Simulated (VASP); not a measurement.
# SrO (P6_3/mmc) in VASP: further runs, part 2 of 2

VASP 6.6.1. Earlier steps stand in the parts before.

**3. Dielectric tensor, PBE**

Contents of INCAR:

```
SYSTEM = SrO
ALGO     = Normal         ! electronic algorithm
EDIFF    = 1E-8           ! SCF threshold, eV
ENCUT    = 520            ! plane-wave cutoff, eV
GGA      = PE             ! functional
ISIF     = 2              ! what is computed and relaxed
ISMEAR   = 0              ! smearing method
LASPH    = .TRUE.         ! aspherical terms in the spheres
LCHARG   = .FALSE.        ! write CHGCAR
LEPSILON = .TRUE.         ! dielectric tensor by DFPT
LREAL    = .FALSE.        ! projectors in reciprocal space
LWAVE    = .FALSE.        ! write WAVECAR
NELM     = 60             ! most SCF steps
PREC     = Accurate       ! precision mode
SIGMA    = 0.01           ! smearing width, eV
```

Contents of KPOINTS:

```
k-points
0
G
  8 8 4
  0 0 0
```

Contents of POSCAR:

```
SrO
1.0
    3.5532880902      0.0000000000      0.0000000000
   -1.7766440451      3.0772377531      0.0000000000
    0.0000000000      0.0000000000      6.2173039800
Sr O
2 2
Direct
    0.6666666667      0.3333333333      0.7500000000
    0.3333333333      0.6666666667      0.2500000000
    0.0000000000      0.0000000000      0.5000000000
    0.0000000000      0.0000000000      0.0000000000
```

Potentials or basis: VASP PAW PBE potentials, release 64 (Sr_sv, O).

Started as:

```console
cat potpaw_PBE.64/Sr_sv/POTCAR potpaw_PBE.64/O/POTCAR > POTCAR
mpirun -np 1 vasp_std > vasp.out
```

OUTCAR:

```text
SYSTEM = SrO
   EDIFF = 1E-8
   ENCUT = 520
   GGA = PE
   ISIF = 2
   ISMEAR = 0
   LASPH = .TRUE.
   LEPSILON = .TRUE.
   LREAL = .FALSE.
   NELM = 60
   PREC = Accurate

 ion  position               nearest neighbor table
   1  0.667  0.333  0.750-   3 2.57   4 2.57   3 2.57   4 2.57   3 2.57   4 2.57   2 3.72   2 3.72
                             2 3.72   2 3.72   2 3.72   2 3.72
   2  0.333  0.667  0.250-   3 2.57   4 2.57   3 2.57   4 2.57   3 2.57   4 2.57   1 3.72   1 3.72
                             1 3.72   1 3.72   1 3.72   1 3.72
   3  0.000  0.000  0.500-   1 2.57   2 2.57   1 2.57   2 2.57   1 2.57   2 2.57
   4  0.000  0.000  0.000-   1 2.57   2 2.57   1 2.57   2 2.57   1 2.57   2 2.57

  LATTYP: Found a hexagonal cell.
 ALAT       =     3.5532880902
 C/A-ratio  =     1.7497325919

  Lattice vectors:

 A1 = (   3.5532880902,   0.0000000000,   0.0000000000)
 A2 = (  -1.7766440451,   3.0772377531,   0.0000000000)
 A3 = (   0.0000000000,   0.0000000000,   6.2173039800)

Analysis of symmetry for initial positions (statically):
=====================================================================
 Subroutine PRICEL returns:
 Original cell was already a primitive cell.

 Routine SETGRP: Setting up the symmetry group for a
 hexagonal supercell.

 Subroutine GETGRP returns: Found 24 space group operations
 (whereof 12 operations were pure point group operations)
 out of a pool of 24 trial point group operations.

The static configuration has the point symmetry D_3d.
 The point group associated with its full space group is D_6h.

Analysis of symmetry for dynamics (positions and initial velocities):
=====================================================================
 Subroutine PRICEL returns:
 Original cell was already a primitive cell.

 Routine SETGRP: Setting up the symmetry group for a
 hexagonal supercell.

 Subroutine GETGRP returns: Found 24 space group operations
 (whereof 12 operations were pure point group operations)
 out of a pool of 24 trial point group operations.

The dynamic configuration has the point symmetry D_3d.
 The point group associated with its full space group is D_6h.

 Subroutine INISYM returns: Found 24 space group operations
 (whereof 12 operations are pure point group operations),
 and found     1 'primitive' translations

----------------------------------------------------------------------------------------

                                     Primitive cell

  volume of cell :      67.9819

  direct lattice vectors                    reciprocal lattice vectors
     3.553288090  0.000000000  0.000000000     0.281429475  0.162483383  0.000000000
    -1.776644045  3.077237753  0.000000000     0.000000000  0.324966766  0.000000000
     0.000000000  0.000000000  6.217303980     0.000000000  0.000000000  0.160841420

  length of vectors
[... 691 lines left out ...]
  Direction    XX          YY          ZZ          XY          YZ          ZX
  --------------------------------------------------------------------------------------
  -------------------------------------------------------------------------------------
  Total        0.8866750      0.8866750      0.7870100      0.0000000     -0.0000000      0.0000000
  in kB       20.8968809     20.8968809     18.5480074      0.0000000     -0.0000000      0.0000000
  external PRESSURE =      20.1139231 kB  Pullay stress =       0.0000000 kB

 VOLUME and BASIS-vectors are now :
 -----------------------------------------------------------------------------
  energy-cutoff  :      520.00
  volume of cell :       67.98
      direct lattice vectors                 reciprocal lattice vectors
     3.553288090  0.000000000  0.000000000     0.281429475  0.162483383  0.000000000
    -1.776644045  3.077237753  0.000000000     0.000000000  0.324966766  0.000000000
     0.000000000  0.000000000  6.217303980     0.000000000  0.000000000  0.160841420

 POSITION                                       TOTAL-FORCE (eV/Angst)
 -----------------------------------------------------------------------------------
      1.77664      1.02575      4.66298         0.000000     -0.000000      0.000000
     -0.00000      2.05149      1.55433         0.000000      0.000000      0.000000
      0.00000      0.00000      3.10865        -0.000000      0.000000      0.000000
      0.00000      0.00000      0.00000        -0.000000      0.000000      0.000000
 -----------------------------------------------------------------------------------
    total drift:                               -0.000000      0.000000     -0.000000

  FREE ENERGIE OF THE ION-ELECTRON SYSTEM (eV)
  ---------------------------------------------------
  free  energy   TOTEN  =       -23.7377588022 eV

  energy  without entropy=      -23.7377588022  energy(sigma->0) =      -23.73775880

 HEAD OF MICROSCOPIC STATIC DIELECTRIC TENSOR (INDEPENDENT PARTICLE, excluding Hartree and local field effects)
 ------------------------------------------------------
           4.078881     0.000000     0.000000
           0.000000     4.078881     0.000000
           0.000000    -0.000000     4.180543
 ------------------------------------------------------

 Free energy of the ion-electron system (eV)
  ---------------------------------------------------
  ---------------------------------------------------
  free energy    TOTEN  =        -0.59280727 eV

  energy without entropy =       -0.59280727

------------------------ aborting loop because EDIFF is reached ----------------------------------------

--------------------------------------- Ionic step        2  -------------------------------------------

------------------------ aborting loop because EDIFF is reached ----------------------------------------

--------------------------------------- Ionic step        3  -------------------------------------------

 Free energy of the ion-electron system (eV)
  ---------------------------------------------------
  ---------------------------------------------------
  free energy    TOTEN  =        -0.62963549 eV

  energy without entropy =       -0.62963549

------------------------ aborting loop because EDIFF is reached ----------------------------------------

 PIEZOELECTRIC TENSOR FIELD DIRECTION 3  (e Angst)
 -----------------------------------------------------------------------------
    -0.00013  0.00000  0.00000           ( -0.00001  0.00000  0.00000)
     0.00000 -0.00013 -0.00000           (  0.00000 -0.00001  0.00000)
     0.00000  0.00000 -0.00134           (  0.00000  0.00000 -0.00005)

 PIEZOELECTRIC TENSOR FIELD DIRECTION 3  (C/m^2)
 -----------------------------------------------------------------------------
    -0.00003  0.00000  0.00000
     0.00000 -0.00003 -0.00000
     0.00000  0.00000 -0.00032

 MACROSCOPIC STATIC DIELECTRIC TENSOR (including local field effects in DFT)
 ------------------------------------------------------
           3.854199    -0.000000     0.000000
           0.000000     3.854199     0.000000
           0.000000     0.000000     4.069044
 ------------------------------------------------------

 PIEZOELECTRIC TENSOR (including local field effects)  for field in x, y, z        (e  Angst)
          XX          YY          ZZ          XY          YZ          ZX
  --------------------------------------------------------------------------------
  x     0.00000     0.00000     0.00000     0.00000     0.00000     0.00000
  y     0.00000     0.00000     0.00000     0.00000     0.00000     0.00000
  z     0.00000     0.00000     0.00000     0.00000     0.00000     0.00000

 PIEZOELECTRIC TENSOR (including local field effects)  for field in x, y, z        (C/m^2)
          XX          YY          ZZ          XY          YZ          ZX
  --------------------------------------------------------------------------------
  x     0.00000     0.00000     0.00000     0.00000     0.00000     0.00000
  y     0.00000     0.00000     0.00000     0.00000     0.00000     0.00000
  z     0.00000     0.00000     0.00000     0.00000     0.00000     0.00000

 BORN EFFECTIVE CHARGES (including local field effects) (in |e|, cummulative output)
 ---------------------------------------------------------------------------------
 ion    1
    1     2.23920     0.00000     0.00000
    2     0.00000     2.23920     0.00000
    3     0.00000    -0.00000     2.58258
 ion    2
    1     2.23920     0.00000     0.00000
    2     0.00000     2.23920     0.00000
    3     0.00000    -0.00000     2.58258
 ion    3
    1    -2.23920     0.00000     0.00000
    2     0.00000    -2.23920    -0.00000
    3     0.00000     0.00000    -2.58258
 ion    4
    1    -2.23920     0.00000     0.00000
    2     0.00000    -2.23920     0.00000
    3     0.00000     0.00000    -2.58258
```

Run time: 22 min. Hardware: 1 thread of Intel Xeon 8259CL, shared host; peak memory 0.39 GiB.

Results:

```yaml
Band_gap_on_the_k_mesh: 3.06 eV (least direct gap 3.08 eV)
Electronic_dielectric_tensor_diagonal: 3.85, 3.85, 4.07
Born_charges_mean_of_the_diagonal: Sr +2.35; O -2.35 e
```

Electronic dielectric tensor:
```
3.85 0.00 0.00
0.00 3.85 0.00
0.00 0.00 4.07
```

Born effective charge tensors (e):
atom 1, Sr
```
2.24 0.00 0.00
0.00 2.24 0.00
0.00 0.00 2.58
```
atom 2, Sr
```
2.24 0.00 0.00
0.00 2.24 0.00
0.00 0.00 2.58
```
atom 3, O
```
-2.24  0.00  0.00
 0.00 -2.24  0.00
 0.00  0.00 -2.58
```
atom 4, O
```
-2.24  0.00  0.00
 0.00 -2.24  0.00
 0.00  0.00 -2.58
```

A k mesh can miss the band edges.

**4. Vibrations by perturbation theory, PBE**

Contents of INCAR:

```
SYSTEM = SrO
PREC = Accurate
ENCUT = 520
EDIFF = 1E-8
ISMEAR = 0
SIGMA = 0.01
LREAL = .False.
LASPH = .True.
NELM = 60
ALGO = Normal
ISIF = 2
LWAVE = .False.
LCHARG = .False.
GGA = PE
NBANDS = 24
IBRION = 8
NSW = 1
LEPSILON = .True.
```

Contents of KPOINTS:

```
regular mesh
0
Gamma
  8 8 4
  0 0 0
```

POSCAR is that of step 3.

Potentials or basis: VASP PAW PBE potentials, release 64 (Sr_sv, O).

Started as:

```console
cat potpaw_PBE.64/Sr_sv/POTCAR potpaw_PBE.64/O/POTCAR > POTCAR
mpirun -np 1 vasp_std > vasp.out
```

OUTCAR:

```text
SYSTEM = SrO
   PREC = Accurate
   ENCUT = 520
   EDIFF = 1E-8
   ISMEAR = 0
   LREAL = .False.
   LASPH = .True.
   NELM = 60
   ISIF = 2
   GGA = PE
   IBRION = 8
   NSW = 1
   LEPSILON = .True.

 ion  position               nearest neighbor table
   1  0.667  0.333  0.750-   3 2.57   4 2.57   3 2.57   4 2.57   3 2.57   4 2.57   2 3.72   2 3.72
                             2 3.72   2 3.72   2 3.72   2 3.72
   2  0.333  0.667  0.250-   3 2.57   4 2.57   3 2.57   4 2.57   3 2.57   4 2.57   1 3.72   1 3.72
                             1 3.72   1 3.72   1 3.72   1 3.72
   3  0.000  0.000  0.500-   1 2.57   2 2.57   1 2.57   2 2.57   1 2.57   2 2.57
   4  0.000  0.000  0.000-   1 2.57   2 2.57   1 2.57   2 2.57   1 2.57   2 2.57

  LATTYP: Found a hexagonal cell.
 ALAT       =     3.5532880902
 C/A-ratio  =     1.7497325919

  Lattice vectors:

 A1 = (   3.5532880902,   0.0000000000,   0.0000000000)
 A2 = (  -1.7766440451,   3.0772377531,   0.0000000000)
 A3 = (   0.0000000000,   0.0000000000,   6.2173039800)

Analysis of symmetry for initial positions (statically):
=====================================================================
 Subroutine PRICEL returns:
 Original cell was already a primitive cell.

 Routine SETGRP: Setting up the symmetry group for a
 hexagonal supercell.

 Subroutine GETGRP returns: Found 24 space group operations
 (whereof 12 operations were pure point group operations)
[... 960 lines left out ...]
  z     0.00000     0.00000     0.00000     0.00000     0.00000     0.00000

 SECOND DERIVATIVES (NOT SYMMETRIZED)
 ------------------------------------
               1X          1Y          1Z          2X          2Y          2Z          3X          3Y          3Z          4X          4Y          4Z
  1X    -3.726752    0.000000    0.000000    0.503387    0.000000    0.000000    1.611682   -0.000000    0.000000    1.611682   -0.000000    0.000000
  1Y     0.000000   -3.726752    0.000000    0.000000    0.503387    0.000000    0.000000    1.611682   -0.000000    0.000000    1.611682    0.000000
  1Z     0.000000    0.000000  -10.122083    0.000000    0.000000    7.781697    0.000000    0.000000    1.170193    0.000000    0.000000    1.170193
  2X     0.503387    0.000000    0.000000   -3.726752    0.000000    0.000000    1.611682   -0.000000    0.000000    1.611682   -0.000000    0.000000
  2Y     0.000000    0.503387    0.000000    0.000000   -3.726752    0.000000    0.000000    1.611682   -0.000000    0.000000    1.611682    0.000000
  2Z     0.000000    0.000000    7.781697    0.000000    0.000000  -10.122083    0.000000    0.000000    1.170193    0.000000    0.000000    1.170193
  3X     1.619405    0.000000    0.000000    1.619405    0.000000    0.000000   -2.754312    0.000000    0.000000   -0.484498    0.000000    0.000000
  3Y     0.000000    1.619405    0.000000    0.000000    1.619405    0.000000    0.000000   -2.754312    0.000000    0.000000   -0.484498    0.000000
  3Z     0.000000    0.000000    1.181882    0.000000    0.000000    1.181882   -0.000000   -0.000000   -7.639633    0.000000    0.000000    5.275869
  4X     1.619405    0.000000    0.000000    1.619405    0.000000    0.000000   -0.484498    0.000000    0.000000   -2.754312    0.000000    0.000000
  4Y     0.000000    1.619405    0.000000    0.000000    1.619405    0.000000    0.000000   -0.484498    0.000000    0.000000   -2.754312    0.000000
  4Z    -0.000000    0.000000    1.181882    0.000000    0.000000    1.181882    0.000000   -0.000000    5.275869   -0.000000    0.000000   -7.639633

 Eigenvectors and eigenvalues of the dynamical matrix
 ----------------------------------------------------

   1 f  =   14.045796 THz    88.252342 2PiTHz  468.517337 cm-1    58.088720 meV
             X         Y         Z           dx          dy          dz
      1.776644  1.025746  4.662978     0.000000    0.000000   -0.000000
     -0.000000  2.051492  1.554326     0.000000    0.000000   -0.000000
      0.000000  0.000000  3.108652    -0.000000   -0.000000   -0.707107
      0.000000  0.000000  0.000000    -0.000000   -0.000000    0.707107
[... 71 lines left out ...]
  12 f/i=    0.011685 THz     0.073421 2PiTHz    0.389778 cm-1     0.048326 meV
             X         Y         Z           dx          dy          dz
      1.776644  1.025746  4.662978    -0.000000    0.000000   -0.650723
     -0.000000  2.051492  1.554326    -0.000000    0.000000   -0.650723
      0.000000  0.000000  3.108652    -0.000000    0.000000   -0.276694
      0.000000  0.000000  0.000000    -0.000000    0.000000   -0.276694

--------------------------------------------------------------------------------------------------------

 MACROSCOPIC STATIC DIELECTRIC TENSOR IONIC CONTRIBUTION
 ------------------------------------------------------
           8.261052    -0.000000    -0.000000
          -0.000000     8.261052    -0.000000
          -0.000000    -0.000000    15.095698
 ------------------------------------------------------

 ELASTIC MODULI CONTR FROM IONIC RELAXATION (kBar)
 Direction    XX          YY          ZZ          XY          YZ          ZX
 --------------------------------------------------------------------------------
 XX          -0.7694      0.7694     -0.0000     -0.0000     -0.0000     -0.0000
 YY           0.7694     -0.7694      0.0000      0.0000      0.0000      0.0000
 ZZ          -0.0000      0.0000     -0.0000      0.0000     -0.0000     -0.0000
 XY          -0.0000      0.0000      0.0000     -0.7694      0.0000      0.0000
 YZ          -0.0000      0.0000     -0.0000      0.0000     -0.0000     -0.0000
 ZX          -0.0000      0.0000     -0.0000      0.0000     -0.0000     -0.0000
 --------------------------------------------------------------------------------

 PIEZOELECTRIC TENSOR IONIC CONTR  for field in x, y, z        (C/m^2)
          XX          YY          ZZ          XY          YZ          ZX
  --------------------------------------------------------------------------------
  x     0.00000    -0.00000    -0.00000     0.00000    -0.00000    -0.00000
  y    -0.00000     0.00000    -0.00000     0.00000    -0.00000    -0.00000
  z    -0.00000     0.00000     0.00000     0.00000     0.00000     0.00000
```

OSZICAR:

```text
N       E                     dE             d eps       ncg     rms          rms(c)
DAV:   1     0.172334728817E+03    0.17233E+03   -0.16140E+04  1440   0.127E+03
DAV:   2    -0.178989040336E+02   -0.19023E+03   -0.17874E+03  2056   0.286E+02
DAV:   3    -0.281287049434E+02   -0.10230E+02   -0.10151E+02  2184   0.583E+01
DAV:   4    -0.283968393531E+02   -0.26813E+00   -0.26804E+00  1928   0.728E+00
[... 294 lines left out ...]
RMM:  14    -0.379948583747E+00    0.31900E-07   -0.86722E-07  4389   0.304E-05    0.115E-05
RMM:  15    -0.379948582322E+00    0.14255E-08   -0.28670E-07  4216   0.170E-05    0.554E-06
RMM:  16    -0.379948574918E+00    0.74037E-08   -0.16109E-07  4283   0.113E-05    0.433E-06
RMM:  17    -0.379948564654E+00    0.10265E-07   -0.99122E-08  3725   0.847E-06    0.190E-06
RMM:  18    -0.379948560846E+00    0.38076E-08   -0.47236E-08  3040   0.726E-06    0.951E-07
 Linear response finished
```

Run time: 58 min. Hardware: 1 thread of Intel Xeon 8259CL, shared host; peak memory 0.52 GiB.

What came out:

```yaml
Electronic_dielectric_tensor_diagonal: 3.85, 3.85, 4.07
Born_charges_mean_of_the_diagonal: Sr +2.35; O -2.35 e
Highest_phonon_frequency_at_Γ_LO-TO_splitting_left_out: 469 cm⁻¹
```

Phonon frequencies in cm⁻¹ (negative: imaginary):
| q point | frequencies |
| --- | --- |
| (0.000, 0.000, 0.000) | 0 0 0 115 115 196 196 218 236 255 255 469 |

Electronic dielectric tensor:
```
3.85 0.00 0.00
0.00 3.85 0.00
0.00 0.00 4.07
```

Born effective charge tensors (e):
atom 1, Sr
```
2.24 0.00 0.00
0.00 2.24 0.00
0.00 0.00 2.58
```
atom 2, Sr
```
2.24 0.00 0.00
0.00 2.24 0.00
0.00 0.00 2.58
```
atom 3, O
```
-2.24  0.00  0.00
 0.00 -2.24  0.00
 0.00  0.00 -2.58
```
atom 4, O
```
-2.24  0.00  0.00
 0.00 -2.24  0.00
 0.00  0.00 -2.58
```

Caveat: the cell stands under pressure or tension, which shifts response properties.
